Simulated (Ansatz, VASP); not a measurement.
ZnS: VASP beside Ansatz

Contents of POSCAR:

```
ZnS
1.0
    2.7046500000     -2.7046500000      0.0000000000
    2.7046500000      0.0000000000     -2.7046500000
    5.4093000000      5.4093000000      5.4093000000
Zn S
3 3
Direct
    0.6666666667      0.6666666667      0.3333333333
    0.0000000000      0.0000000000      0.0000000000
    0.3333333333      0.3333333333      0.6666666667
    0.6666666667      0.6666666667      0.0833333333
    1.0000000000      1.0000000000      0.7500000000
    0.3333333333      0.3333333333      0.4166666667
```

The input INCAR.step1:

```
SYSTEM = ZnS
ALGO     = Normal         ! electronic algorithm
EDIFF    = 1E-4           ! SCF threshold, eV
ENCUT    = 520            ! plane-wave cutoff, eV
GGA      = PE             ! functional
ISMEAR   = 0              ! smearing method
LASPH    = .True.         ! aspherical terms in the spheres
LCHARG   = .False.        ! write CHGCAR
LREAL    = .False.        ! projectors in reciprocal space
LWAVE    = .True.         ! write WAVECAR
NBANDS   = 36             ! bands
NELM     = 60             ! most SCF steps
PREC     = Accurate       ! precision mode
SIGMA    = 0.05           ! smearing width, eV
```

Contents of INCAR.step2:

```
SYSTEM = ZnS
ALGO     = Normal         ! electronic algorithm
EDIFF    = 1E-6           ! SCF threshold, eV
ENCUT    = 520            ! plane-wave cutoff, eV
ISIF     = 2              ! what is computed and relaxed
ISMEAR   = 0              ! smearing method
ISTART   = 1            
LASPH    = .True.         ! aspherical terms in the spheres
LCHARG   = .False.        ! write CHGCAR
LMIXTAU  = .True.       
LREAL    = .False.        ! projectors in reciprocal space
LWAVE    = .False.        ! write WAVECAR
METAGGA  = R2SCAN         ! meta-GGA
NBANDS   = 36             ! bands
NELM     = 60             ! most SCF steps
PREC     = Accurate       ! precision mode
SIGMA    = 0.05           ! smearing width, eV
```

The input KPOINTS:

```
k-points
0
Gamma
  7 7 3
  0 0 0
```

Input for Ansatz:

```yaml
crystal:
  lattice:
    - [2.70465, -2.70465, 0.0]
    - [2.70465, 0.0, -2.70465]
    - [5.4093, 5.4093, 5.4093]
  atoms:
    - { symbol: Zn, position: [0.6666666667, 0.6666666667, 0.3333333333] }
    - { symbol: Zn, position: [0.0, 0.0, 0.0] }
    - { symbol: Zn, position: [0.3333333333, 0.3333333333, 0.6666666667] }
    - { symbol: S, position: [0.6666666667, 0.6666666667, 0.0833333333] }
    - { symbol: S, position: [1.0, 1.0, 0.75] }
    - { symbol: S, position: [0.3333333333, 0.3333333333, 0.4166666667] }
basis:
  ecutwfc: 500
kpoints:
  mp_grid: { grid: [7, 7, 3] }
hamiltonian:
  xc: r2scan
scf:
  occupations: { method: gaussian, width: 0.05 }
output:
  forces: true
  stress: true
  eigenvalues: true
```

Alike in both runs: task single point; functional r2SCAN; k mesh 7 × 7 × 3; occupations gaussian, width 0.05 eV; no spin polarisation.

|  | VASP | Ansatz |
| --- | --- | --- |
| version | VASP 6.6.1 | Ansatz 0.2.0 |
| potentials or method | VASP PAW PBE potentials, release 64 (Zn, S), cutoff 520 eV | scalar-relativistic, plane waves, PAW |
| valence electrons in the cell | 54 | 54 |

VASP gave:

- gap on the k mesh at the Fermi level (eV): 2.66
- least direct gap on the mesh (eV): 2.66
- pressure (GPa): -0.8

**Question.** Which values does Ansatz return?

**Answer.** gap on the k mesh at the Fermi level (eV): 2.65; least direct gap on the mesh (eV): 2.65; pressure (GPa): -0.9.

VASP's potentials were made for PBE, not for r2SCAN.
